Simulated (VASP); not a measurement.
# LiCl (I4/mmm) in VASP: a series of runs, part 2 of 2

VASP 6.6.1.

## Step 3: Single point, r2SCAN

This run uses another cell than the first one, of the same volume but with other edges.

Contents of POSCAR:

```
LiCl
1.0
    0.0000000000      2.9607991422      1.9245194424
    2.9607991422      0.0000000000      1.9245194424
    2.9607991422      2.9607991422      0.0000000000
Li Cl
1 1
Direct
    0.0000000000      0.0000000000      0.0000000000
    0.5000000000      0.5000000000      0.5000000000
```

Contents of INCAR.step1:

```
SYSTEM = LiCl
ALGO     = Normal         ! electronic algorithm
EDIFF    = 1E-4           ! SCF threshold, eV
ENCUT    = 520            ! plane-wave cutoff, eV
GGA      = PE             ! functional
ISMEAR   = 0              ! smearing method
LASPH    = .True.         ! aspherical terms in the spheres
LCHARG   = .False.        ! write CHGCAR
LREAL    = .False.        ! projectors in reciprocal space
LWAVE    = .True.         ! write WAVECAR
NBANDS   = 12             ! bands
NELM     = 60             ! most SCF steps
PREC     = Accurate       ! precision mode
SIGMA    = 0.05           ! smearing width, eV
```

Contents of INCAR.step2:

```
SYSTEM = LiCl
ALGO     = Normal         ! electronic algorithm
EDIFF    = 1E-6           ! SCF threshold, eV
ENCUT    = 520            ! plane-wave cutoff, eV
ISIF     = 2              ! what is computed and relaxed
ISMEAR   = 0              ! smearing method
ISTART   = 1            
LASPH    = .True.         ! aspherical terms in the spheres
LCHARG   = .False.        ! write CHGCAR
LMIXTAU  = .True.       
LREAL    = .False.        ! projectors in reciprocal space
LWAVE    = .False.        ! write WAVECAR
METAGGA  = R2SCAN         ! meta-GGA
NBANDS   = 12             ! bands
NELM     = 60             ! most SCF steps
PREC     = Accurate       ! precision mode
SIGMA    = 0.05           ! smearing width, eV
```

Contents of KPOINTS:

```
k-points
0
Gamma
  8 8 8
  0 0 0
```

Potentials or basis: VASP PAW PBE potentials, release 64 (Li_sv, Cl).

Launch:

```console
cat potpaw_PBE.64/Li_sv/POTCAR potpaw_PBE.64/Cl/POTCAR > POTCAR
cp INCAR.step1 INCAR
mpirun -np 1 vasp_std > vasp.out
cp INCAR.step2 INCAR
mpirun -np 1 vasp_std > vasp.out
```

OUTCAR:

```text
SYSTEM = LiCl
   EDIFF = 1E-6
   ENCUT = 520
   ISIF = 2
   ISMEAR = 0
   ISTART = 1
   LASPH = .True.
   LREAL = .False.
   METAGGA = R2SCAN
   NELM = 60
   PREC = Accurate

 ion  position               nearest neighbor table
   1  0.000  0.000  0.000-   2 1.92   2 1.92
   2  0.500  0.500  0.500-   1 1.92   1 1.92

  LATTYP: Found a body centered tetragonal cell.
 ALAT       =     4.1872023024
 C/A-ratio  =     0.9192388155

  Lattice vectors:

 A1 = (   0.0000000000,  -2.9607991422,  -1.9245194424)
 A2 = (   0.0000000000,   2.9607991422,  -1.9245194424)
 A3 = (   2.9607991422,   0.0000000000,   1.9245194424)

Analysis of symmetry for initial positions (statically):
=====================================================================
 Subroutine PRICEL returns:
 Original cell was already a primitive cell.

 Routine SETGRP: Setting up the symmetry group for a
 body centered tetragonal supercell.

 Subroutine GETGRP returns: Found 16 space group operations
 (whereof 16 operations were pure point group operations)
 out of a pool of 16 trial point group operations.

The static configuration has the point symmetry D_4h.

Analysis of symmetry for dynamics (positions and initial velocities):
=====================================================================
 Subroutine PRICEL returns:
 Original cell was already a primitive cell.

 Routine SETGRP: Setting up the symmetry group for a
 body centered tetragonal supercell.

 Subroutine GETGRP returns: Found 16 space group operations
 (whereof 16 operations were pure point group operations)
 out of a pool of 16 trial point group operations.

The dynamic configuration has the point symmetry D_4h.

 Subroutine INISYM returns: Found 16 space group operations
 (whereof 16 operations are pure point group operations),
 and found     1 'primitive' translations

----------------------------------------------------------------------------------------

                                     Primitive cell
[... 120 lines left out ...]
   LEPSILON=     F    determine dielectric tensor
   LRPA    =     F    only Hartree local field effects (RPA)
 non-spin polarized calculation
 Gauss-broadening in eV      SIGMA  =   0.05
  energy-cutoff  :      520.00
  volume of cell :       33.74
 maximum number of plane-waves:       922
 NGX is ok and might be reduce to    28

 number of electron       9.9999999 magnetization

 Free energy of the ion-electron system (eV)
  ---------------------------------------------------
  ext. energy  EPLUGINS =         0.00000000
  ---------------------------------------------------
  free energy    TOTEN  =       -11.56209285 eV

  energy without entropy =      -11.56209285  energy(sigma->0) =      -11.56209285

 E-fermi :   0.4952     XC(G=0):  -8.9520

 val. band max:        0.1703744353   @ k =   0.5000   0.0000   0.5000
 cond. band min:       6.9365158041   @ k =   0.0000   0.0000   0.0000
 fundamental gap:      6.7661413688
 Fermi energy:         0.4951775680

 k-point     1 :       0.0000    0.0000    0.0000
  band No.  band energies     occupation
      1     -44.3808      2.00000
      2     -14.0149      2.00000
      3      -1.5225      2.00000
      4       0.1085      2.00000
      5       0.1085      2.00000
      6       6.9365      0.00000
      7      12.3324      0.00000
      8      12.9523      0.00000
      9      12.9527      0.00000
     10      14.3395      0.00000
     11      14.3408      0.00000
     12      16.1389      0.00000
[... 331 lines left out ...]
 k-point    24 :       0.3750    0.0000    0.1250
  band No.  band energies     occupation
      1     -44.3770      2.00000
      2     -13.7190      2.00000
      3      -2.2772      2.00000
      4      -0.9296      2.00000
      5      -0.3424      2.00000
      6       8.2014      0.00000
      7       9.7097      0.00000
      8      11.7370      0.00000
      9      15.1240      0.00000
     10      16.2293      0.00000
     11      16.5765      0.00000
     12      18.8732      0.00000

 [... further k-points ...]

------------------------ aborting loop because EDIFF is reached ----------------------------------------

  FORCE on cell =-STRESS in cart. coord.  units (eV):
  Direction    XX          YY          ZZ          XY          YZ          ZX
  --------------------------------------------------------------------------------------
  -------------------------------------------------------------------------------------
  Total        0.0068651      0.0068651     10.5835816      0.0000000      0.0000000     -0.0000000
  in kB        0.3259759      0.3259759    502.5427981      0.0000000      0.0000000     -0.0000000
  external PRESSURE =     167.7315833 kB  Pullay stress =       0.0000000 kB

 VOLUME and BASIS-vectors are now :
 -----------------------------------------------------------------------------
  energy-cutoff  :      520.00
  volume of cell :       33.74
      direct lattice vectors                 reciprocal lattice vectors
     0.000000000  2.960799142  1.924519442    -0.168873326  0.168873326  0.259805118
     2.960799142  0.000000000  1.924519442     0.168873326 -0.168873326  0.259805118
     2.960799142  2.960799142  0.000000000     0.168873326  0.168873326 -0.259805118

 POSITION                                       TOTAL-FORCE (eV/Angst)
 -----------------------------------------------------------------------------------
      0.00000      0.00000      0.00000        -0.000000      0.000000      0.000000
      2.96080      2.96080      1.92452         0.000000     -0.000000      0.000000
 -----------------------------------------------------------------------------------
    total drift:                                0.000000      0.000000      0.000000

  FREE ENERGIE OF THE ION-ELECTRON SYSTEM (eV)
  ---------------------------------------------------
  free  energy   TOTEN  =       -11.5620928522 eV

  energy  without entropy=      -11.5620928522  energy(sigma->0) =      -11.56209285
```

OUTCAR.step1:

```text
SYSTEM = LiCl
   EDIFF = 1E-4
   ENCUT = 520
   GGA = PE
   ISMEAR = 0
   LASPH = .True.
   LREAL = .False.
[... 584 lines left out ...]
      0.00000      0.00000      0.00000        -0.000000     -0.000000      0.000000
      2.96080      2.96080      1.92452         0.000000      0.000000      0.000000
 -----------------------------------------------------------------------------------
    total drift:                                0.000000      0.000000      0.000000

  FREE ENERGIE OF THE ION-ELECTRON SYSTEM (eV)
  ---------------------------------------------------
  free  energy   TOTEN  =        -6.4319504553 eV

  energy  without entropy=       -6.4319504553  energy(sigma->0) =       -6.43195046
```

OSZICAR.step1:

```text
N       E                     dE             d eps       ncg     rms          rms(c)
DAV:   1     0.434299762445E+02    0.43430E+02   -0.41936E+03  1424   0.778E+02
DAV:   2    -0.396533302085E+01   -0.47395E+02   -0.45575E+02  1780   0.144E+02
DAV:   3    -0.655008968518E+01   -0.25848E+01   -0.25770E+01  1924   0.350E+01
DAV:   4    -0.664837243330E+01   -0.98283E-01   -0.98247E-01  2004   0.633E+00
DAV:   5    -0.664962204999E+01   -0.12496E-02   -0.12496E-02  1948   0.727E-01    0.278E+00
DAV:   6    -0.644105035374E+01    0.20857E+00   -0.40871E-01  1640   0.284E+00    0.205E+00
DAV:   7    -0.642377226833E+01    0.17278E-01   -0.14058E-01  1764   0.188E+00    0.129E+00
DAV:   8    -0.643190688971E+01   -0.81346E-02   -0.16004E-02  1564   0.845E-01    0.168E-01
DAV:   9    -0.643195045529E+01   -0.43566E-04   -0.54951E-04  1972   0.166E-01
   1 F= -.64319505E+01 E0= -.64319505E+01  d E =-.897407E-16
```

It took 2.6 min on 1 thread of Intel Xeon 8259CL, shared host; peak memory 0.17 GiB.

Results:

```
Free energy            : -11.5621 eV
Band gap on the k mesh : 6.77 eV (least direct gap 6.83 eV)
```

Levels at points of the mesh, in eV from the valence-band top:
```tsv
k point	band 1	band 2	band 3	band 4	band 5	band 6	band 7	band 8	band 9	band 10
(0.00, 0.00, 0.00)	-44.55	-14.19	-1.69	-0.06	-0.06	6.77	12.16	12.78	12.78	14.17
(0.50, 0.00, 0.00)	-44.55	-13.86	-2.75	-0.91	-0.32	6.87	8.54	13.36	14.19	15.40
(0.50, 0.50, 0.00)	-44.55	-13.21	-3.03	-2.22	-2.22	7.58	10.41	14.35	14.35	17.66
(0.50, 0.00, 0.50)	-44.55	-13.60	-3.28	-2.31	0.00	9.75	10.83	11.97	13.46	15.97
```

Caveat: the cutoff is under 1.25 times the usual one of these potentials, so pressure, stress and relaxed cells hold a basis-set (Pulay) error; the PAW data sets were made with another functional, which shifts forces and pressure a little. A k mesh can miss the band edges.

## Step 4: Single point, r2SCAN

This run uses another cell than the first one, of the same volume but with other edges.

Contents of POSCAR:

```
LiCl
1.0
    0.0000000000      2.2405242327      3.3607863491
    2.2405242327      0.0000000000      3.3607863491
    2.2405242327      2.2405242327      0.0000000000
Li Cl
1 1
Direct
    0.0000000000      0.0000000000      0.0000000000
    0.5000000000      0.5000000000      0.5000000000
```

Contents of INCAR.step1:

```
PREC = Accurate ; ENCUT = 520
ISMEAR = 0 ; SIGMA = 0.05
LREAL = False ; LASPH = True
NELM = 80 ; NBANDS = 12
GGA = PE ; ALGO = Normal
EDIFF = 1E-4 ; LWAVE = True
LCHARG = False
```

Contents of INCAR.step2:

```
PREC = Accurate ; ENCUT = 520
EDIFF = 1E-6 ; ISMEAR = 0
SIGMA = 0.05 ; LREAL = False
LASPH = True ; NELM = 80
ALGO = Normal ; ISIF = 2
LWAVE = False ; LCHARG = False
METAGGA = R2SCAN ; LMIXTAU = True
NBANDS = 12 ; ISTART = 1
```

Contents of KPOINTS:

```
regular mesh
0
Gamma
  8 8 8
```

Launch:

```console
cat potpaw_PBE.64/Li_sv/POTCAR potpaw_PBE.64/Cl/POTCAR > POTCAR
cp INCAR.step1 INCAR
mpirun -np 1 vasp_std > vasp.out
cp INCAR.step2 INCAR
mpirun -np 1 vasp_std > vasp.out
```

Run time: 2.7 min. Hardware: 1 thread of Intel Xeon 8259CL, shared host; peak memory 0.17 GiB.

Results (log left out):

| Property | Result |
| --- | --- |
| Free energy | -12.1764 eV |
| Band gap on the k mesh | 6.35 eV (least direct gap 6.65 eV) |

Levels at points of the mesh, in eV from the valence-band top:
```tsv
k point	band 3	band 4	band 5	band 6	band 7	band 8
(0.00, 0.00, 0.00)	-1.07	-0.53	-0.53	6.35	10.77	13.05
(0.50, 0.00, 0.00)	-3.49	-1.27	0.00	6.65	10.01	11.43
(0.50, 0.50, 0.00)	-3.30	-0.76	-0.76	9.78	10.43	10.58
(0.50, 0.00, 0.50)	-3.70	-3.27	-0.79	8.78	9.01	11.95
```

Caveat: the cutoff is under 1.25 times the usual one of these potentials, so pressure, stress and relaxed cells hold a basis-set (Pulay) error; the PAW data sets were made with another functional, which shifts forces and pressure a little. A k mesh can miss the band edges.

## Step 5: Single point, r2SCAN

This run uses another cell than the first one, of the same volume but with other edges.

Contents of POSCAR:

```
LiCl
1.0
    0.0000000000      2.5998980650      2.4959021424
    2.5998980650      0.0000000000      2.4959021424
    2.5998980650      2.5998980650      0.0000000000
Li Cl
1 1
Direct
    0.0000000000      0.0000000000      0.0000000000
    0.5000000000      0.5000000000      0.5000000000
```

Contents of INCAR.step1:

```
SYSTEM = LiCl
ALGO = Normal
EDIFF = 1E-4
ENCUT = 520
GGA = PE
ISMEAR = 0
LASPH = .True.
LCHARG = .False.
LREAL = .False.
LWAVE = .True.
NBANDS = 12
NELM = 60
PREC = Accurate
SIGMA = 0.05
```

Contents of INCAR.step2:

```
SYSTEM = LiCl
ALGO = Normal
EDIFF = 1E-7
ENCUT = 520
ISIF = 2
ISMEAR = 0
ISTART = 1
LASPH = .True.
LCHARG = .False.
LMIXTAU = .True.
LREAL = .False.
LWAVE = .False.
METAGGA = R2SCAN
NBANDS = 12
NELM = 60
PREC = Accurate
SIGMA = 0.05
```

Contents of KPOINTS:

```
k-points
0
Gamma
  8 8 8
  0 0 0
```

Launch:

```console
cat potpaw_PBE.64/Li_sv/POTCAR potpaw_PBE.64/Cl/POTCAR > POTCAR
cp INCAR.step1 INCAR
mpirun -np 1 vasp_std > vasp.out
cp INCAR.step2 INCAR
mpirun -np 1 vasp_std > vasp.out
```

Wall time 3.5 min (1 thread of Intel Xeon 8259CL, shared host); peak memory 0.17 GiB.

The run converged. Its results:

```
Free energy            : -12.5823 eV
Band gap on the k mesh : 7.25 eV
```

Levels at points of the mesh, in eV from the valence-band top:
```csv
k point,band 1,band 2,band 3,band 4,band 5,band 6,band 7,band 8,band 9,band 10
"(0.00, 0.00, 0.00)",-44.85,-14.02,-0.13,0.00,0.00,7.25,12.52,12.52,12.87,15.03
"(0.50, 0.00, 0.00)",-44.84,-13.44,-2.88,-0.36,-0.26,7.49,10.10,10.47,14.16,17.77
"(0.50, 0.50, 0.00)",-44.84,-13.14,-2.97,-1.25,-1.25,8.68,8.76,13.95,15.18,15.18
"(0.50, 0.00, 0.50)",-44.84,-13.21,-2.97,-1.26,-0.98,8.78,8.97,13.34,15.05,15.97
```

Caveat: the cutoff is under 1.25 times the usual one of these potentials, so pressure, stress and relaxed cells hold a basis-set (Pulay) error; the PAW data sets were made with another functional, which shifts forces and pressure a little. A k mesh can miss the band edges.

## Step 6: Summary

```tsv
cell	gap on the mesh (eV)
a = 3.694, b = 3.694, c = 3.514 Å, angles 61.6, 61.6, 56.8°, 2 atoms	7.18
a = 3.531, b = 3.531, c = 4.187 Å, angles 53.6, 53.6, 72.7°, 2 atoms	6.77
a = 4.039, b = 4.039, c = 3.169 Å, angles 66.9, 66.9, 46.2°, 2 atoms	6.35
a = 3.604, b = 3.604, c = 3.677 Å, angles 59.3, 59.3, 61.3°, 2 atoms	7.25
```

Alike in all rows: task single point; level r2SCAN; potentials or basis VASP PAW PBE potentials, release 64 (Li_sv, Cl); no spin polarisation; k mesh 8 × 8 × 8; cutoff (eV) 520; smearing gaussian 0.05 eV.

Caveats: the cutoff is under 1.25 times the usual one of these potentials, so pressure, stress and relaxed cells hold a basis-set (Pulay) error; the PAW data sets were made with another functional, which shifts forces and pressure a little.

Absolute energies hang on the potentials; compare differences alone.
